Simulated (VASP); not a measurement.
# ZrO2 (P4_2/nmc) in VASP: single point with PBE

Aim: the single point of ZrO2 with PBE.

All numbers are computed with VASP 6.6.1; they aren't measurements. Logs are shortened: lines on timing, memory, paths and dates and some standing lists are left out, and cuts for length are marked.

## 1. The cell of the first run

The structure is tetragonal, space group P4_2/nmc (No. 137). The conventional cell has a = 3.621 Å, b = 3.621 Å, c = 5.283 Å, α = 90.00°, β = 90.00°, γ = 90.00°. Zr (site symmetry -4m2) has 8 O at 2.08 to 2.43 Å within 2.8 Å. Within 2.8 Å of O (site symmetry 2mm) lie 4 Zr at 2.08 to 2.43 Å and 6 O at 2.63 to 2.64 Å.

## 2. Single point, PBE, non-collinear spin, zero start, spin-orbit coupling

POSCAR reads:

```
ZrO2
1.0
    3.6208211003      0.0000000000      0.0000000000
    0.0000000000      3.6208211003      0.0000000000
    0.0000000000      0.0000000000      5.2831522578
Zr O
2 4
Direct
    0.0000000000      0.0000000000      0.0000000000
    0.5000000000      0.5000000000      0.5000000000
    0.0000000000      0.5000000000      0.1928116375
    0.0000000000      0.5000000000      0.6928116375
    0.5000000000      0.0000000000      0.3071883625
    0.5000000000      0.0000000000      0.8071883625
```

INCAR.step1 reads:

```
PREC     = Accurate       # precision mode
ENCUT    = 520            # plane-wave cutoff, eV
EDIFF    = 1E-6           # SCF threshold, eV
ISMEAR   = 0              # smearing method
SIGMA    = 0.05           # smearing width, eV
LREAL    = F              # projectors in reciprocal space
LASPH    = T              # aspherical terms in the spheres
NELM     = 200            # most SCF steps
ALGO     = Normal         # electronic algorithm
ISIF     = 2              # what is computed and relaxed
LWAVE    = F              # write WAVECAR
LCHARG   = T              # write CHGCAR
MAGMOM   = 0 0 0 0 0 0 0 0 0 0 0 0 0 0 0 0 0 0 # initial moments
LSORBIT  = T              # spin-orbit coupling
GGA_COMPAT= F            
LORBMOM  = T            
LMAXMIX  = 4              # l up to which the mixer works
GGA      = PE             # functional
NBANDS   = 64             # bands
NEDOS    = 2001           # points of the DOS
LORBIT   = 11             # projections on sites
```

KPOINTS.step1 reads:

```
regular mesh
0
Gamma
  6 6 4
```

INCAR.step2 reads:

```
PREC     = Accurate       # precision mode
ENCUT    = 520            # plane-wave cutoff, eV
EDIFF    = 1E-6           # SCF threshold, eV
ISMEAR   = -5             # smearing method
SIGMA    = 0.05           # smearing width, eV
LREAL    = F              # projectors in reciprocal space
LASPH    = T              # aspherical terms in the spheres
NELM     = 200            # most SCF steps
ALGO     = Normal         # electronic algorithm
ISIF     = 2              # what is computed and relaxed
LWAVE    = F              # write WAVECAR
LCHARG   = F              # write CHGCAR
MAGMOM   = 0 0 0 0 0 0 0 0 0 0 0 0 0 0 0 0 0 0 # initial moments
LORBIT   = 11             # projections on sites
LSORBIT  = T              # spin-orbit coupling
GGA_COMPAT= F            
LORBMOM  = T            
LMAXMIX  = 4              # l up to which the mixer works
GGA      = PE             # functional
NEDOS    = 1001           # points of the DOS
ICHARG   = 11             # starting density
```

KPOINTS.step2 reads:

```
regular mesh
0
Gamma
  9 9 6
```

Potentials or basis: VASP PAW PBE potentials, release 64 (Zr_sv, O).

Launch:

```
$ cat potpaw_PBE.64/Zr_sv/POTCAR potpaw_PBE.64/O/POTCAR > POTCAR
$ cp INCAR.step1 INCAR
$ cp KPOINTS.step1 KPOINTS
$ mpirun -np 1 vasp_ncl > vasp.out
$ cp INCAR.step2 INCAR
$ cp KPOINTS.step2 KPOINTS
$ mpirun -np 1 vasp_ncl > vasp.out
```

OUTCAR:

```text
PREC = Accurate
   ENCUT = 520
   EDIFF = 1E-6
   ISMEAR = -5
   LREAL = F
   LASPH = T
   NELM = 200
   ISIF = 2
   LORBIT = 11
   LSORBIT = T
   GGA = PE
   ICHARG = 11

 ion  position               nearest neighbor table
   1  0.000  0.000  0.000-   3 2.08   6 2.08   3 2.08   6 2.08   5 2.43   4 2.43   5 2.43   4 2.43
                             2 3.68   2 3.68   2 3.68   2 3.68   2 3.68   2 3.68   2 3.68   2 3.68
   2  0.500  0.500  0.500-   4 2.08   5 2.08   5 2.08   4 2.08   3 2.43   6 2.43   3 2.43   6 2.43
                             1 3.68   1 3.68   1 3.68   1 3.68   1 3.68   1 3.68   1 3.68   1 3.68
   3  0.000  0.500  0.193-   1 2.08   1 2.08   2 2.43   2 2.43
   4  0.000  0.500  0.693-   2 2.08   2 2.08   1 2.43   1 2.43
   5  0.500  0.000  0.307-   2 2.08   2 2.08   1 2.43   1 2.43
   6  0.500  0.000  0.807-   1 2.08   1 2.08   2 2.43   2 2.43

  LATTYP: Found a simple tetragonal cell.
 ALAT       =     3.6208211003
 C/A-ratio  =     1.4591033667

  Lattice vectors:

 A1 = (   3.6208211003,   0.0000000000,   0.0000000000)
 A2 = (   0.0000000000,   3.6208211003,   0.0000000000)
 A3 = (   0.0000000000,   0.0000000000,   5.2831522578)

Analysis of symmetry for initial positions (statically):
=====================================================================
 Subroutine PRICEL returns:
 Original cell was already a primitive cell.

 Routine SETGRP: Setting up the symmetry group for a
 simple tetragonal supercell.

 Subroutine GETGRP returns: Found 16 space group operations
 (whereof  8 operations were pure point group operations)
 out of a pool of 16 trial point group operations.

The static configuration has the point symmetry D_2d.
 The point group associated with its full space group is D_4h.

Analysis of symmetry for dynamics (positions and initial velocities):
=====================================================================
 Subroutine PRICEL returns:
 Original cell was already a primitive cell.

 Routine SETGRP: Setting up the symmetry group for a
 simple tetragonal supercell.

 Subroutine GETGRP returns: Found 16 space group operations
 (whereof  8 operations were pure point group operations)
 out of a pool of 16 trial point group operations.

The dynamic configuration has the point symmetry D_2d.
 The point group associated with its full space group is D_4h.

Analysis of structural, dynamic, and magnetic symmetry:
=====================================================================
 Subroutine PRICEL returns:
 Original cell was already a primitive cell.

 Routine SETGRP: Setting up the symmetry group for a
 simple tetragonal supercell.

 Subroutine GETGRP returns: Found 16 space group operations
 (whereof  8 operations were pure point group operations)
 out of a pool of 16 trial point group operations.

The overall configuration has the point symmetry D_2d.
 The point group associated with its full space group is D_4h.

 Subroutine INISYM returns: Found 16 space group operations
 (whereof  8 operations are pure point group operations),
 and found     1 'primitive' translations

----------------------------------------------------------------------------------------

                                     Primitive cell

  volume of cell :      69.2640

  direct lattice vectors                    reciprocal lattice vectors
     3.620821100  0.000000000  0.000000000     0.276180450  0.000000000  0.000000000
     0.000000000  3.620821100  0.000000000     0.000000000  0.276180450  0.000000000
     0.000000000  0.000000000  5.283152258     0.000000000  0.000000000  0.189280935

  length of vectors
     3.620821100  3.620821100  5.283152258     0.276180450  0.276180450  0.189280935

  position of ions in fractional coordinates (direct lattice)
     0.000000000  0.000000000  0.000000000
     0.500000000  0.500000000  0.500000000
     0.000000000  0.500000000  0.192811638
     0.000000000  0.500000000  0.692811638
     0.500000000  0.000000000  0.307188362
     0.500000000  0.000000000  0.807188362

  ion indices of the primitive-cell ions
[... 140 lines left out ...]
      4     -41.4018      1.00000
      5     -20.7630      1.00000
      6     -20.7630      1.00000
[... 1405 lines left out ...]
     55      11.2669      0.00000
     56      11.2670      0.00000

 [... further k-points ...]

------------------------ aborting loop because EDIFF is reached ----------------------------------------

  FORCE on cell =-STRESS in cart. coord.  units (eV):
  Direction    XX          YY          ZZ          XY          YZ          ZX
  --------------------------------------------------------------------------------------
  -------------------------------------------------------------------------------------
  Total        0.1620891      0.1620891      0.0915542      0.0000000      0.0000000     -0.0000000
  in kB        3.7493603      3.7493603      2.1177838      0.0000000      0.0000000     -0.0000000
  external PRESSURE =       3.2055015 kB  Pullay stress =       0.0000000 kB

 VOLUME and BASIS-vectors are now :
 -----------------------------------------------------------------------------
  energy-cutoff  :      520.00
  volume of cell :       69.26
      direct lattice vectors                 reciprocal lattice vectors
     3.620821100  0.000000000  0.000000000     0.276180450  0.000000000  0.000000000
     0.000000000  3.620821100  0.000000000     0.000000000  0.276180450  0.000000000
     0.000000000  0.000000000  5.283152258     0.000000000  0.000000000  0.189280935

 POSITION                                       TOTAL-FORCE (eV/Angst)
 -----------------------------------------------------------------------------------
      0.00000      0.00000      0.00000         0.000000      0.000000      0.000000
      1.81041      1.81041      2.64158        -0.000000      0.000000      0.000000
      0.00000      1.81041      1.01865         0.000000     -0.000000      0.018232
      0.00000      1.81041      3.66023        -0.000000      0.000000      0.018232
      1.81041      0.00000      1.62292        -0.000000      0.000000     -0.018232
      1.81041      0.00000      4.26450         0.000000      0.000000     -0.018232
 -----------------------------------------------------------------------------------
    total drift:                                0.000000      0.000000      0.000000

  FREE ENERGIE OF THE ION-ELECTRON SYSTEM (eV)
  ---------------------------------------------------
  free  energy   TOTEN  =       -57.4754579122 eV

  energy  without entropy=      -57.4754579122  energy(sigma->0) =      -57.47545791

 orbital moment (x)

 # of ion     p       d       tot
 ----------------------------------------
  1         0.000   0.000   0.000
  2         0.000   0.000   0.000
  3         0.000   0.000   0.000
  4         0.000   0.000   0.000
  5         0.000   0.000   0.000
  6         0.000   0.000   0.000
 ----------------------------------------
            0.000   0.000   0.000

 orbital moment (y)

 # of ion     p       d       tot
 ----------------------------------------
  1         0.000  -0.000  -0.000
  2         0.000  -0.000  -0.000
  3        -0.000   0.000  -0.000
  4         0.000   0.000   0.000
  5         0.000   0.000   0.000
  6         0.000   0.000   0.000
 ----------------------------------------
            0.000  -0.000  -0.000

 orbital moment (z)

 # of ion     p       d       tot
 ----------------------------------------
  1         0.000   0.000   0.000
  2         0.000   0.000   0.000
  3         0.000   0.000   0.000
  4        -0.000   0.000  -0.000
  5         0.000   0.000   0.000
  6         0.000   0.000   0.000
 ----------------------------------------
           -0.000   0.000   0.000

 Spin-Orbit-Coupling matrix elements

 Ion:    1  E_soc:     -0.1336264
 l=   1
     0.0000000    -0.0219293    -0.0219078
    -0.0219293     0.0000000    -0.0219293
    -0.0219078    -0.0219293     0.0000000
 l=   2
     0.0000000    -0.0000636     0.0000000    -0.0000636    -0.0002742
    -0.0000636     0.0000000    -0.0001857    -0.0000929    -0.0000905
     0.0000000    -0.0001857     0.0000000    -0.0001857     0.0000000
    -0.0000636    -0.0000929    -0.0001857     0.0000000    -0.0000905
    -0.0002742    -0.0000905     0.0000000    -0.0000905     0.0000000
 l=   3
     0.0000000     0.0000000     0.0000000     0.0000000     0.0000000     0.0000000     0.0000000
     0.0000000     0.0000000     0.0000000     0.0000000     0.0000000     0.0000000     0.0000000
     0.0000000     0.0000000     0.0000000     0.0000000     0.0000000     0.0000000     0.0000000
     0.0000000     0.0000000     0.0000000     0.0000000     0.0000000     0.0000000     0.0000000
[... 89 lines left out ...]
 l=   2
     0.0000000     0.0000000     0.0000000     0.0000000     0.0000000
     0.0000000     0.0000000     0.0000000     0.0000000     0.0000000
     0.0000000     0.0000000     0.0000000     0.0000000     0.0000000
     0.0000000     0.0000000     0.0000000     0.0000000     0.0000000
     0.0000000     0.0000000     0.0000000     0.0000000     0.0000000
 l=   3
     0.0000000     0.0000000     0.0000000     0.0000000     0.0000000     0.0000000     0.0000000
     0.0000000     0.0000000     0.0000000     0.0000000     0.0000000     0.0000000     0.0000000
     0.0000000     0.0000000     0.0000000     0.0000000     0.0000000     0.0000000     0.0000000
     0.0000000     0.0000000     0.0000000     0.0000000     0.0000000     0.0000000     0.0000000
     0.0000000     0.0000000     0.0000000     0.0000000     0.0000000     0.0000000     0.0000000
     0.0000000     0.0000000     0.0000000     0.0000000     0.0000000     0.0000000     0.0000000
     0.0000000     0.0000000     0.0000000     0.0000000     0.0000000     0.0000000     0.0000000

 total charge

# of ion       s       p       d       tot
------------------------------------------
    1        2.176   6.046   1.371   9.593
    2        2.176   6.046   1.371   9.593
    3        1.565   3.523   0.000   5.088
    4        1.565   3.523   0.000   5.088
    5        1.565   3.523   0.000   5.088
    6        1.565   3.523   0.000   5.088
--------------------------------------------------
tot         10.612  26.183   2.742  39.537

 magnetization (x)

# of ion       s       p       d       tot
------------------------------------------
    1       -0.000   0.000   0.000  -0.000
    2        0.000   0.000   0.000   0.000
    3        0.000   0.000   0.000   0.000
    4        0.000   0.000   0.000   0.000
    5        0.000   0.000   0.000   0.000
    6        0.000   0.000   0.000   0.000
--------------------------------------------------
tot          0.000   0.000   0.000   0.000

 magnetization (y)

# of ion       s       p       d       tot
------------------------------------------
    1        0.000  -0.000   0.000  -0.000
    2        0.000   0.000   0.000   0.000
    3        0.000   0.000   0.000   0.000
    4        0.000   0.000   0.000   0.000
    5        0.000   0.000   0.000   0.000
    6       -0.000   0.000   0.000  -0.000
--------------------------------------------------
tot          0.000   0.000   0.000   0.000

 magnetization (z)

# of ion       s       p       d       tot
------------------------------------------
    1       -0.000  -0.000   0.000  -0.000
    2        0.000  -0.000   0.000   0.000
    3       -0.000   0.000   0.000  -0.000
    4       -0.000   0.000   0.000   0.000
    5       -0.000   0.000   0.000  -0.000
    6        0.000  -0.000   0.000   0.000
--------------------------------------------------
tot         -0.000  -0.000   0.000  -0.000
```

Wall time 20 min (1 thread of Oxide Virtual Turin-like, shared host); peak memory 0.46 GiB.

Results:

```yaml
Net_moment: 0.00 μB per cell
Valence_electrons_inside_the_program's_atomic_spheres: Zr 9.59; O 5.09
```

Moments on the atoms (μB; x, y, z):
```
Zr  0.00 0.00 0.00
Zr  0.00 0.00 0.00
O   0.00 0.00 0.00
O   0.00 0.00 0.00
O   0.00 0.00 0.00
O   0.00 0.00 0.00
```
